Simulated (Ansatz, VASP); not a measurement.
Sn in VASP and in Ansatz

```
Sn
1.0
     5.31020    0.00000    0.00000
    -2.65510    4.59877    0.00000
     0.00000    0.00000    3.23494
Sn
3
Direct
  0.00000 0.00000 0.00000
  0.33333 0.66667 0.50000
  0.66667 0.33333 0.50000
```

Alike in both runs: functional PBEsol; k mesh 7 × 7 × 10; occupations fermi-dirac, width 0.1 eV; no spin polarisation.

Ansatz relaxed the structure, and its values are those at the end. VASP's run is a single point on that final structure, the one shown.

|  | VASP | Ansatz |
| --- | --- | --- |
| version | VASP 6.6.1 | Ansatz 0.2.0 |
| potentials or method | VASP PAW PBE potentials, release 64 (Sn_d), cutoff 520 eV | plane waves (420 eV) with PAW, scalar-relativistic |
| valence electrons in the cell | 42 | 42 |

Ansatz gave:

```
pressure (GPa) : 0.0
```

Estimate VASP's values.

pressure (GPa): -0.1.

VASP's potentials were made for PBE, not for PBEsol, and Ansatz warns of the same on its side. The functional is the same, so the differences come from potentials, cutoffs and numerics.
